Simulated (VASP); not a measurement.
A run of VASP 6.6.1:

File POSCAR:

```
MnAs
1.0
    3.7100000000      0.0000000000      0.0000000000
   -1.8550000000      3.2129542480      0.0000000000
    0.0000000000      0.0000000000      5.6910000000
As Mn
2 2
Direct
    0.6666666667      0.3333333333      0.7500000000
    0.3333333333      0.6666666667      0.2500000000
    0.0000000000      0.0000000000      0.5000000000
    0.0000000000      0.0000000000      0.0000000000
```

The input INCAR.step1:

```
SYSTEM = MnAs
PREC = Accurate ; ENCUT = 520
EDIFF = 1E-5 ; ISMEAR = -1
SIGMA = 0.05 ; LREAL = .FALSE.
LASPH = .TRUE. ; NELM = 150
ALGO = Normal ; ISIF = 2
LWAVE = .TRUE. ; LCHARG = .FALSE.
ISPIN = 2 ; MAGMOM = 0 0 4 4
LORBIT = 11 ; LMAXMIX = 4
NBANDS = 30 ; GGA = PE
LUSENCCL = .FALSE.
```

Contents of INCAR.step2:

```
SYSTEM = MnAs
PREC = Accurate ; ENCUT = 520
EDIFF = 1E-6 ; ISMEAR = -1
SIGMA = 0.05 ; LREAL = .FALSE.
LASPH = .TRUE. ; NELM = 150
ALGO = Normal ; ISIF = 2
LWAVE = .FALSE. ; LCHARG = .FALSE.
ISPIN = 2 ; MAGMOM = 0 0 4 4
LORBIT = 11 ; LMAXMIX = 4
GGA = PE ; LHFCALC = .TRUE.
AEXX = 0.25 ; HFSCREEN = 0.2
PRECFOCK = Normal ; NBANDS = 30
ISTART = 1 ; LUSENCCL = .FALSE.
```

KPOINTS

```
regular mesh
0
G
  4 4 3
  0 0 0
```

Potentials or basis: VASP PAW PBE potentials, release 64 (As, Mn_pv).

Launch:

```console
$ cat potpaw_PBE.64/As/POTCAR potpaw_PBE.64/Mn_pv/POTCAR > POTCAR
$ cp INCAR.step1 INCAR
$ mpirun -np 1 vasp_std > vasp.out
$ cp INCAR.step2 INCAR
$ mpirun -np 1 vasp_std > vasp.out
```

Hardware: 1 × NVIDIA H100 80GB with 1 thread of AMD EPYC 7R13 Processor (Zen 3), with other jobs on the host.

Task: Estimate the wall time of this run.

Result: Run time: 32 min on 1 × NVIDIA H100 80GB with 1 thread of AMD EPYC 7R13 Processor (Zen 3) (shared host), peak memory 1.3 GiB. Counts: k points 8.
